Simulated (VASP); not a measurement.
# Li3H2 (C2/m) in VASP: a series of runs, part 2 of 2

VASP 6.6.1. Earlier steps stand in the parts before.

## Step 4: Single point, PBE

This run uses another cell than the first one, of 11.64 Å³/atom.

Contents of INCAR:

```
ALGO = Normal ; EDIFF = 1E-6
ENCUT = 520 ; GGA = PE
ISIF = 2 ; ISMEAR = 0
LASPH = True ; LCHARG = False
LREAL = False ; LWAVE = False
NBANDS = 22 ; NELM = 80
PREC = Accurate ; SIGMA = 0.1
```

Contents of KPOINTS:

```
k-points
0
Gamma
  12 12 4
```

Contents of POSCAR:

```
Li3H2
1.0
    5.7000804211     -1.3519806190     -0.1036211460
    5.7000804211      1.3519806190     -0.1036211460
   -4.4703160786      0.0000000000      7.6330581462
Li H
6 4
Direct
    0.8653030944      0.8653030944      0.5294627496
    0.1346969056      0.1346969056      0.4705372504
    0.6428708150      0.6428708150      0.2016576215
    0.3571291850      0.3571291850      0.7983423785
    0.8959491442      0.8959491442      0.1546338155
    0.1040508558      0.1040508558      0.8453661845
    0.5168397644      0.5168397644      0.2982218991
    0.4831602356      0.4831602356      0.7017781009
    0.2477038035      0.2477038035      0.3621271977
    0.7522961965      0.7522961965      0.6378728023
```

Potentials or basis: VASP PAW PBE potentials, release 64 (Li_sv, H).

Launch:

```bash
$ cat potpaw_PBE.64/Li_sv/POTCAR potpaw_PBE.64/H/POTCAR > POTCAR
$ mpirun -np 1 vasp_std > vasp.out
```

OUTCAR:

```text
EDIFF = 1E-6
   ENCUT = 520
   GGA = PE
   ISIF = 2
   ISMEAR = 0
   LASPH = True
   LREAL = False
   NELM = 80
   PREC = Accurate

 ion  position               nearest neighbor table
   1  0.865  0.865  0.529-
   2  0.135  0.135  0.471-
   3  0.643  0.643  0.202-
   4  0.357  0.357  0.798-
   5  0.896  0.896  0.155-
   6  0.104  0.104  0.845-
   7  0.517  0.517  0.298-
   8  0.483  0.483  0.702-
   9  0.248  0.248  0.362-
  10  0.752  0.752  0.638-

  LATTYP: Found a base centered monoclinic cell.
 ALAT       =    11.4020444042
 B/A-ratio  =     0.2371470538
 C/A-ratio  =     0.7758039015
 COS(beta)  =    -0.5209637332

  Lattice vectors:

 A1 = (   5.7000804211,  -1.3519806190,  -0.1036211460)
 A2 = (   5.7000804211,   1.3519806190,  -0.1036211460)
 A3 = (  -4.4703160786,   0.0000000000,   7.6330581462)

Analysis of symmetry for initial positions (statically):
=====================================================================
 Subroutine PRICEL returns:
 Original cell was already a primitive cell.

 Routine SETGRP: Setting up the symmetry group for a
 base centered monoclinic supercell.

 Subroutine GETGRP returns: Found  4 space group operations
 (whereof  4 operations were pure point group operations)
 out of a pool of  4 trial point group operations.

The static configuration has the point symmetry C_2h.

Analysis of symmetry for dynamics (positions and initial velocities):
=====================================================================
 Subroutine PRICEL returns:
 Original cell was already a primitive cell.

 Routine SETGRP: Setting up the symmetry group for a
 base centered monoclinic supercell.

[... 137 lines left out ...]
   IALGO  =     38    algorithm
   IMIX   =      4    mixing-type and parameters
     AMIX     =   0.40;   BMIX     =  1.00
     AMIX_MAG =   1.60;   BMIX_MAG =  1.00
  volume/ion in A,a.u.               =      11.64        78.55
  Fermi-wavevector in a.u.,A,eV,Ry     =   0.939518  1.775432 12.009788  0.882695
  Thomas-Fermi vector in A             =   2.066838
   LORBIT       =      0    0 simple, 1 ext, 2 COOP (PROOUT), +10 PAW based schemes
   GGA     = PE    functional components
   LHFCALC =     F    Hartree Fock is set to
   AEXX    =    0.0000 exact exchange contribution
   IVDW    =     0    specifies the selected vdW correction
   LEPSILON=     F    determine dielectric tensor
   LRPA    =     F    only Hartree local field effects (RPA)
 non-spin polarized calculation
 Gauss-broadening in eV      SIGMA  =   0.10
  energy-cutoff  :      520.00
  volume of cell :      116.39
 maximum number of plane-waves:      3162
 NGX is ok and might be reduce to    48
   NGX = 21   NGY = 21   NGZ = 33

 number of electron      22.0000003 magnetization

 Free energy of the ion-electron system (eV)
  ---------------------------------------------------
  ext. energy  EPLUGINS =         0.00000000
  ---------------------------------------------------
  free energy    TOTEN  =       -27.58133025 eV

  energy without entropy =      -27.57520489  energy(sigma->0) =      -27.57826757

 E-fermi :   1.2065     XC(G=0):  -7.5485

 val. band max:        1.2022219064   @ k =   0.2500   0.0833   0.0000
 cond. band min:       1.2139857194   @ k =  -0.4167   0.3333   0.2500
 fundamental gap:      0.0117638130
 Fermi energy:         1.2064640139

 k-point     1 :       0.0000    0.0000    0.0000
  band No.  band energies     occupation
      1     -45.3871      2.00000
      2     -45.3843      2.00000
      3     -45.2387      2.00000
      4     -45.2110      2.00000
      5     -45.1999      2.00000
      6     -45.1944      2.00000
[... 589 lines left out ...]
     21       7.7087      0.00000
     22       8.6215      0.00000

 [... further k-points ...]
[... 5 lines left out ...]
  --------------------------------------------------------------------------------------
  -------------------------------------------------------------------------------------
  Total       -0.0975946     -0.1186967     -0.0986216      0.0000000      0.0000000     -0.0120315
  in kB       -1.3433983     -1.6338709     -1.3575355      0.0000000      0.0000000     -0.1656141
  external PRESSURE =      -1.4449349 kB  Pullay stress =       0.0000000 kB

 VOLUME and BASIS-vectors are now :
 -----------------------------------------------------------------------------
  energy-cutoff  :      520.00
  volume of cell :      116.39
      direct lattice vectors                 reciprocal lattice vectors
     5.700080421 -1.351980619 -0.103621146     0.088662001 -0.369827787  0.051925082
     5.700080421  1.351980619 -0.103621146     0.088662001  0.369827787  0.051925082
    -4.470316079  0.000000000  7.633058146     0.002407229  0.000000000  0.132418888

 POSITION                                       TOTAL-FORCE (eV/Angst)
 -----------------------------------------------------------------------------------
      7.49773      0.00000      3.86209         0.002621      0.000000     -0.000707
     -0.56788      0.00000      3.56372        -0.002621      0.000000      0.000707
      6.42736      0.00000      1.40603         0.001524      0.000000     -0.000608
      0.50249      0.00000      6.01978        -0.001524      0.000000      0.000608
      9.52270      0.00000      0.99465        -0.001616      0.000000      0.002612
     -2.59286      0.00000      6.43117         0.001616      0.000000     -0.002612
      4.55891      0.00000      2.16923         0.003192      0.000000      0.000692
      2.37093      0.00000      5.25658        -0.003192      0.000000     -0.000692
      1.20504      0.00000      2.71280        -0.001384      0.000000      0.001229
      5.72480      0.00000      4.71301         0.001384      0.000000     -0.001229
 -----------------------------------------------------------------------------------
    total drift:                                0.000000      0.000000      0.000000

  FREE ENERGIE OF THE ION-ELECTRON SYSTEM (eV)
  ---------------------------------------------------
  free  energy   TOTEN  =       -27.5813302480 eV

  energy  without entropy=      -27.5752048932  energy(sigma->0) =      -27.57826757
```

OSZICAR:

```text
N       E                     dE             d eps       ncg     rms          rms(c)
DAV:   1     0.106573613998E+03    0.10657E+03   -0.96706E+03  7224   0.102E+03
DAV:   2    -0.469188756479E+01   -0.11127E+03   -0.10615E+03  7564   0.269E+02
DAV:   3    -0.282121027574E+02   -0.23520E+02   -0.23286E+02 13972   0.620E+01
DAV:   4    -0.296741624277E+02   -0.14621E+01   -0.14543E+01 10126   0.272E+01
DAV:   5    -0.298416905708E+02   -0.16753E+00   -0.16752E+00 11848   0.579E+00    0.658E+00
DAV:   6    -0.281188744727E+02    0.17228E+01   -0.14150E+00  8980   0.404E+00    0.327E+00
DAV:   7    -0.275542233646E+02    0.56465E+00   -0.20218E+00  9622   0.464E+00    0.781E-01
DAV:   8    -0.275958890314E+02   -0.41666E-01   -0.29127E-01  9034   0.210E+00    0.528E-01
DAV:   9    -0.275811205658E+02    0.14768E-01   -0.40290E-02  9034   0.724E-01    0.160E-01
DAV:  10    -0.275812715402E+02   -0.15097E-03   -0.64581E-03 10976   0.334E-01    0.656E-02
DAV:  11    -0.275813254698E+02   -0.53930E-04   -0.54863E-04  9814   0.111E-01    0.203E-02
DAV:  12    -0.275813352595E+02   -0.97897E-05   -0.60365E-05  9662   0.526E-02    0.120E-02
DAV:  13    -0.275813296390E+02    0.56204E-05   -0.20669E-05  8984   0.273E-02    0.279E-03
DAV:  14    -0.275813302480E+02   -0.60893E-06   -0.30161E-06  8966   0.114E-02
   1 F= -.27581330E+02 E0= -.27578268E+02  d E =-.612535E-02
```

It took 22 min on 1 thread of Intel Xeon 8259CL, shared host; peak memory 0.6 GiB.

What came out:

- Free energy: -27.5813 eV
- Largest force: 0.003 eV/Å
- Band gap on the k mesh: zero (bands 11 and 12 overlap by 2.99 eV)

Forces on the atoms (eV/Å):
```
Li   0.003  0.000 -0.001
Li  -0.003  0.000  0.001
Li   0.002  0.000 -0.001
Li  -0.002  0.000  0.001
Li  -0.002  0.000  0.003
Li   0.002  0.000 -0.003
H    0.003  0.000  0.001
H   -0.003  0.000 -0.001
H   -0.001  0.000  0.001
H    0.001  0.000 -0.001
```

Levels at points of the mesh, in eV from the Fermi level:
| k point | band 8 | band 9 | band 10 | band 11 | band 12 | band 13 | band 14 | band 15 |
| --- | --- | --- | --- | --- | --- | --- | --- | --- |
| (0.00, 0.00, 0.00) | -5.65 | -4.42 | -3.90 | -2.07 | -0.68 | 0.94 | 2.42 | 2.84 |
| (0.50, 0.00, 0.00) | -3.89 | -3.09 | -2.76 | 1.75 | 1.77 | 2.38 | 2.81 | 3.08 |
| (0.50, 0.50, 0.00) | -5.67 | -4.81 | -4.71 | -1.16 | -1.16 | 2.48 | 2.84 | 3.38 |
| (0.00, 0.00, 0.50) | -5.80 | -4.38 | -3.88 | -1.87 | -0.49 | 0.42 | 1.98 | 3.44 |
| (0.50, 0.00, 0.50) | -3.88 | -3.09 | -2.77 | 1.38 | 2.19 | 2.67 | 2.94 | 3.04 |
| (0.50, 0.50, 0.50) | -5.60 | -4.78 | -4.74 | -1.31 | -1.09 | 1.82 | 2.43 | 5.04 |

Caveat: the cutoff is under 1.25 times the usual one of these potentials, so pressure, stress and relaxed cells hold a basis-set (Pulay) error.

## Step 5: The runs side by side

```csv
task,cell,k mesh,cutoff (eV),smearing,gap on the mesh (eV),largest force (eV/Å)
relaxation of cell and atoms,"relaxed from a = 5.492, b = 5.492, c = 7.651 Å, angles 104.4, 104.4, 30.7°, 10 atoms, atomic positions A",6 × 6 × 2,600,gaussian 0.2 eV,none,0.06
single point,"a = 2.704, b = 5.859, c = 7.748 Å, angles 79.8, 80.0, 76.7°, 10 atoms, atomic positions B",8 × 8 × 8,520,gaussian 0.2 eV,none,0.01
single point,"a = 5.859, b = 5.859, c = 8.846 Å, angles 120.5, 120.5, 26.7°, 10 atoms, atomic positions B",12 × 12 × 4,520,gaussian 0.1 eV,none,-
```

Alike in all rows: level PBE; potentials or basis VASP PAW PBE potentials, release 64 (Li_sv, H); no spin polarisation.

Caveats: some runs use coarse meshes; the cutoff is under 1.25 times the usual one of these potentials, so pressure, stress and relaxed cells hold a basis-set (Pulay) error; the relaxation stopped at a loose force limit of 0.08 eV/Å, so its end isn't a converged minimum (at least some runs).

Total energies depend on the potentials used, so only differences within one code and one set of settings carry meaning.
